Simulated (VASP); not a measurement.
# Co (P-3m1) in VASP: single point with r2SCAN

Aim: the single point of Co with r2SCAN.

Everything below comes from runs of VASP 6.6.1. Logs are shortened: lines on timing, memory, paths and dates and some standing lists are left out, and cuts for length are marked.

## 1. The cell of the first run

Symmetry: P-3m1, No. 164, trigonal system. The conventional cell has a = 2.473 Å, b = 2.473 Å, c = 4.035 Å, α = 90.00°, β = 90.00°, γ = 120.00°. Within 3.2 Å of Co (site symmetry 3m) lie 12 Co at 2.43 to 2.52 Å.

## 2. Single point, r2SCAN, collinear spin, ferromagnetic start

Input file POSCAR:

```
Co
1.0
    2.4730079690      0.0000000000      0.0000000000
   -1.2365039845      2.1416877249      0.0000000000
    0.0000000000      0.0000000000      4.0346288335
Co
2
Direct
    0.6666666667      0.3333333333      0.2567336446
    0.3333333333      0.6666666667      0.7432663554
```

Input file INCAR.step1:

```
SYSTEM = Co
PREC = Accurate
ENCUT = 520
ISMEAR = 0
SIGMA = 0.15
LREAL = .False.
LASPH = .True.
NELM = 150
ISPIN = 2
MAGMOM = 2.1 2.1
LMAXMIX = 4
NBANDS = 20
GGA = PE
ALGO = Normal
EDIFF = 1E-4
LWAVE = .True.
LCHARG = .False.
```

Input file INCAR.step2:

```
SYSTEM = Co
PREC = Accurate
ENCUT = 520
EDIFF = 1E-6
ISMEAR = 0
SIGMA = 0.15
LREAL = .False.
LASPH = .True.
NELM = 150
ALGO = Normal
ISIF = 2
LWAVE = .False.
LCHARG = .True.
ISPIN = 2
MAGMOM = 2.1 2.1
LORBIT = 11
LMAXMIX = 4
METAGGA = R2SCAN
LMIXTAU = .True.
LELF = .True.
LVHAR = .True.
NBANDS = 20
ISTART = 1
```

Input file KPOINTS:

```
regular mesh
0
Gamma
  18 18 8
  0 0 0
```

Potentials or basis: VASP PAW PBE potentials, release 64 (Co).

On the command line:

```
$ cat potpaw_PBE.64/Co/POTCAR > POTCAR
$ cp INCAR.step1 INCAR
$ mpirun -np 1 vasp_std > vasp.out
$ cp INCAR.step2 INCAR
$ mpirun -np 1 vasp_std > vasp.out
```

OUTCAR:

```text
SYSTEM = Co
   PREC = Accurate
   ENCUT = 520
   EDIFF = 1E-6
   ISMEAR = 0
   LREAL = .False.
   LASPH = .True.
   NELM = 150
   ISIF = 2
   ISPIN = 2
   LORBIT = 11
   METAGGA = R2SCAN
   ISTART = 1

 ion  position               nearest neighbor table
   1  0.667  0.333  0.257-   2 2.43   2 2.43   2 2.43   2 2.52   2 2.52   2 2.52
   2  0.333  0.667  0.743-   1 2.43   1 2.43   1 2.43   1 2.52   1 2.52   1 2.52

  LATTYP: Found a hexagonal cell.
 ALAT       =     2.4730079690
 C/A-ratio  =     1.6314661675

  Lattice vectors:

 A1 = (   2.4730079690,   0.0000000000,   0.0000000000)
 A2 = (  -1.2365039845,   2.1416877249,   0.0000000000)
 A3 = (   0.0000000000,   0.0000000000,   4.0346288335)

Analysis of symmetry for initial positions (statically):
=====================================================================
 Subroutine PRICEL returns:
 Original cell was already a primitive cell.

 Routine SETGRP: Setting up the symmetry group for a
 hexagonal supercell.

 Subroutine GETGRP returns: Found 12 space group operations
 (whereof 12 operations were pure point group operations)
 out of a pool of 24 trial point group operations.

The static configuration has the point symmetry D_3d.

Analysis of symmetry for dynamics (positions and initial velocities):
=====================================================================
 Subroutine PRICEL returns:
 Original cell was already a primitive cell.

 Routine SETGRP: Setting up the symmetry group for a
 hexagonal supercell.

 Subroutine GETGRP returns: Found 12 space group operations
 (whereof 12 operations were pure point group operations)
 out of a pool of 24 trial point group operations.

The dynamic configuration has the point symmetry D_3d.

Analysis of structural, dynamic, and magnetic symmetry:
=====================================================================
 Subroutine PRICEL returns:
 Original cell was already a primitive cell.

 Routine SETGRP: Setting up the symmetry group for a
 hexagonal supercell.

 Subroutine GETGRP returns: Found 12 space group operations
 (whereof 12 operations were pure point group operations)
 out of a pool of 24 trial point group operations.

The overall configuration has the point symmetry D_3d.

 Subroutine INISYM returns: Found 12 space group operations
 (whereof 12 operations are pure point group operations),
 and found     1 'primitive' translations

----------------------------------------------------------------------------------------

                                     Primitive cell

  volume of cell :      21.3691

  direct lattice vectors                    reciprocal lattice vectors
     2.473007969  0.000000000  0.000000000     0.404365862  0.233460739  0.000000000
    -1.236503985  2.141687725  0.000000000     0.000000000  0.466921479  0.000000000
     0.000000000  0.000000000  4.034628834     0.000000000  0.000000000  0.247854274

  length of vectors
     2.473007969  2.473007969  4.034628834     0.466921479  0.466921479  0.247854274

  position of ions in fractional coordinates (direct lattice)
     0.666666667  0.333333333  0.256733645
     0.333333333  0.666666667  0.743266355

  ion indices of the primitive-cell ions
   primitive index   ion index
                 1           1
                 2           2

----------------------------------------------------------------------------------------

 KPOINTS: regular mesh

Automatic generation of k-mesh.
 Grid dimensions read from file:
 generate k-points for:   18   18    8

 Generating k-lattice:

  Cartesian coordinates                     Fractional coordinates (reciprocal lattice)
     0.022464770  0.012970041  0.000000000     0.055555556  0.000000000  0.000000000
     0.000000000  0.025940082  0.000000000     0.000000000  0.055555556  0.000000000
     0.000000000  0.000000000  0.030981784     0.000000000  0.000000000  0.125000000

  Length of vectors
     0.025940082  0.025940082  0.030981784

  Shift w.r.t. Gamma in fractional coordinates (k-lattice)
     0.000000000  0.000000000  0.000000000

 Subroutine IBZKPT returns following result:
 ===========================================

 Found    266 irreducible k-points:

 Following reciprocal coordinates:
            Coordinates               Weight
  0.000000  0.000000  0.000000      1.000000
  0.055556  0.000000  0.000000      6.000000
  0.111111  0.000000  0.000000      6.000000
  0.166667  0.000000  0.000000      6.000000
  0.222222  0.000000  0.000000      6.000000
  0.277778  0.000000  0.000000      6.000000
[... 16 lines left out ...]
  0.333333  0.111111  0.000000     12.000000
  0.388889  0.111111  0.000000     12.000000
 [... further k-points ...]
   k-points           NKPTS =    266   k-points in BZ     NKDIM =    266   number of bands    NBANDS=     20
   number of dos      NEDOS =    301   number of ions     NIONS =      2
   total plane-waves  NPLWV =   9720
   dimension x,y,z NGX =    18 NGY =   18 NGZ =   30
   dimension x,y,z NGXF=    36 NGYF=   36 NGZF=   60
   ions per type =               2
   NGX,Y,Z   is equivalent  to a cutoff of  12.10, 12.10, 12.36 a.u.
   NGXF,Y,Z  is equivalent  to a cutoff of  24.20, 24.20, 24.72 a.u.
 SYSTEM =  Co
   PREC   = accura    normal or accurate (medium, high low for compatibility)
   ISTART =      1    job   : 0-new  1-cont  2-samecut
   ICHARG =      0    charge: 1-file 2-atom 10-const
   ISPIN  =      2    spin polarized calculation?
   LNONCOLLINEAR =      F non collinear calculations
   LSORBIT =      F    spin-orbit coupling
   LASPH  =      T    aspherical Exc in radial PAW
   ENCUT  =  520.0 eV  38.22 Ry    6.18 a.u.   4.60  4.60  7.50*2*pi/ulx,y,z
   NELM   =    150;   NELMIN=  2; NELMDL=  0     # of ELM steps
   EDIFF  = 0.1E-05   stopping-criterion for ELM
   LREAL  =      F    real-space projection
   EDIFFG = 0.1E-04   stopping-criterion for IOM
   NSW    =      0    number of steps for IOM
   IBRION =     -1    ionic relax: 0-MD 1-quasi-New 2-CG
   NFREE  =      0    steps in history (QN), initial steepest desc. (CG)
   ISIF   =      2    stress and relaxation
   ISYM   =      2    0-nonsym 1-usesym 2-fastsym
   POTIM  = 0.5000    time-step for ionic-motion
   TEBEG  =    0.0;   TEEND  =   0.0 temperature during run
   PSTRESS=    0.0 pullay stress
   NELECT =      18.0000    total number of electrons
   NUPDOWN=      -1.0000    fix difference up-down
   EMIN   =  10.00;   EMAX   =-10.00  energy-range for DOS
   EFERMI =   0.00;   METHOD = LEGACY
   ISMEAR =     0;   SIGMA  =   0.15  broadening in eV -4-tet -1-fermi 0-gaus
   EFERMI_NEDOS =   21; number of points for ismear=-14 and -15
   IALGO  =     38    algorithm
   IMIX   =      4    mixing-type and parameters
     AMIX     =   0.40;   BMIX     =  1.00
     AMIX_MAG =   1.60;   BMIX_MAG =  1.00
  volume/ion in A,a.u.               =      10.68        72.10
  Fermi-wavevector in a.u.,A,eV,Ry     =   1.546099  2.921703 32.523660  2.390422
  Thomas-Fermi vector in A             =   2.651383
   LORBIT       =     11    0 simple, 1 ext, 2 COOP (PROOUT), +10 PAW based schemes
   METAGGA = R2SCAN    functional components
   LHFCALC =     F    Hartree Fock is set to
   AEXX    =    0.0000 exact exchange contribution
   IVDW    =     0    specifies the selected vdW correction
   LEPSILON=     F    determine dielectric tensor
   LRPA    =     F    only Hartree local field effects (RPA)
 spin polarized calculation
 Gauss-broadening in eV      SIGMA  =   0.15
  energy-cutoff  :      520.00
  volume of cell :       21.37
 maximum number of plane-waves:       592
   NGX =  9   NGY =  9   NGZ = 15

 number of electron      17.9999994 magnetization       3.5325043

 Free energy of the ion-electron system (eV)
  ---------------------------------------------------
  ext. energy  EPLUGINS =         0.00000000
  ---------------------------------------------------
  free energy    TOTEN  =       -26.42427962 eV

  energy without entropy =      -26.41050414  energy(sigma->0) =      -26.41739188

 E-fermi :  10.5723     XC(G=0): -14.7798

 val. band max:       10.5714841627   @ k =   0.0000   0.1667   0.1250
 cond. band min:      10.5759624439   @ k =  -0.0556   0.2222   0.1250
 fundamental gap:      0.0044782812
 Fermi energy:        10.5723175560

 spin component 1

 k-point     1 :       0.0000    0.0000    0.0000
  band No.  band energies     occupation
      1       1.0980      1.00000
      2       4.6879      1.00000
      3       7.1050      1.00000
      4       7.1418      1.00000
      5       7.1419      1.00000
      6       7.4621      1.00000
[... 12 lines left out ...]
     19      37.4910      0.00000
     20      37.4911      0.00000
[... 507 lines left out ...]
 k-point    24 :       0.3889    0.1111    0.0000
  band No.  band energies     occupation
      1       5.1332      1.00000
      2       5.2984      1.00000
      3       5.3942      1.00000
      4       6.9178      1.00000
      5       7.0446      1.00000
      6       7.2088      1.00000
[... 12 lines left out ...]
     19      34.0000      0.00000
     20      36.4157      0.00000

 [... further k-points ...]

 spin component 2

 k-point     1 :       0.0000    0.0000    0.0000
  band No.  band energies     occupation
      1       0.5281      1.00000
      2       5.8589      1.00000
      3       9.4336      1.00000
      4       9.6455      1.00000
      5       9.6455      1.00000
      6       9.7609      1.00000
[... 12 lines left out ...]
     19      38.2142      0.00000
     20      38.2142      0.00000
[... 507 lines left out ...]
 k-point    24 :       0.3889    0.1111    0.0000
  band No.  band energies     occupation
      1       6.0940      1.00000
      2       6.9420      1.00000
      3       7.1653      1.00000
      4       8.0333      1.00000
      5       9.3748      1.00000
      6       9.5383      1.00000
[... 12 lines left out ...]
     19      34.7839      0.00000
     20      37.2567      0.00000

 [... further k-points ...]

------------------------ aborting loop because EDIFF is reached ----------------------------------------

  FORCE on cell =-STRESS in cart. coord.  units (eV):
  Direction    XX          YY          ZZ          XY          YZ          ZX
  --------------------------------------------------------------------------------------
  -------------------------------------------------------------------------------------
  Total       -0.0061374     -0.0061374     -0.0152828      0.0000000      0.0000000      0.0000000
  in kB       -0.4601632     -0.4601632     -1.1458477      0.0000000      0.0000000      0.0000000
  external PRESSURE =      -0.6887247 kB  Pullay stress =       0.0000000 kB

 VOLUME and BASIS-vectors are now :
 -----------------------------------------------------------------------------
  energy-cutoff  :      520.00
  volume of cell :       21.37
      direct lattice vectors                 reciprocal lattice vectors
     2.473007969  0.000000000  0.000000000     0.404365862  0.233460739  0.000000000
    -1.236503985  2.141687725  0.000000000     0.000000000  0.466921479  0.000000000
     0.000000000  0.000000000  4.034628834     0.000000000  0.000000000  0.247854274

 POSITION                                       TOTAL-FORCE (eV/Angst)
 -----------------------------------------------------------------------------------
      1.23650      0.71390      1.03582         0.000000      0.000000     -0.025912
     -0.00000      1.42779      2.99880        -0.000000      0.000000      0.025912
 -----------------------------------------------------------------------------------
    total drift:                                0.000000     -0.000000      0.000000

  FREE ENERGIE OF THE ION-ELECTRON SYSTEM (eV)
  ---------------------------------------------------
  free  energy   TOTEN  =       -26.4242796186 eV

  energy  without entropy=      -26.4105041387  energy(sigma->0) =      -26.41739188

 total charge

# of ion       s       p       d       tot
------------------------------------------
    1        0.519   0.577   7.232   8.328
    2        0.519   0.577   7.232   8.328
--------------------------------------------------
tot          1.037   1.155  14.464  16.657

 magnetization (x)

# of ion       s       p       d       tot
------------------------------------------
    1       -0.011  -0.083   1.920   1.826
    2       -0.011  -0.083   1.920   1.826
--------------------------------------------------
tot         -0.021  -0.167   3.841   3.653
```

It took 7.2 min on 1 thread of Intel Xeon 6975P-C (Granite Rapids), shared host; peak memory 0.26 GiB.

Results:

| Quantity | Value |
| --- | --- |
| Free energy | -26.4243 eV |
| Pressure | -0.1 GPa |
| Largest force | 0.026 eV/Å |
| Net moment | 3.53 μB per cell |
| Site moments | Co +1.83 μB |
| Valence electrons inside the program's atomic spheres | Co 8.33 |

Forces on the atoms (eV/Å):
```
Co   0.000  0.000 -0.026
Co   0.000  0.000  0.026
```

Caveat: the PAW data sets were made with another functional, which shifts forces and pressure a little.
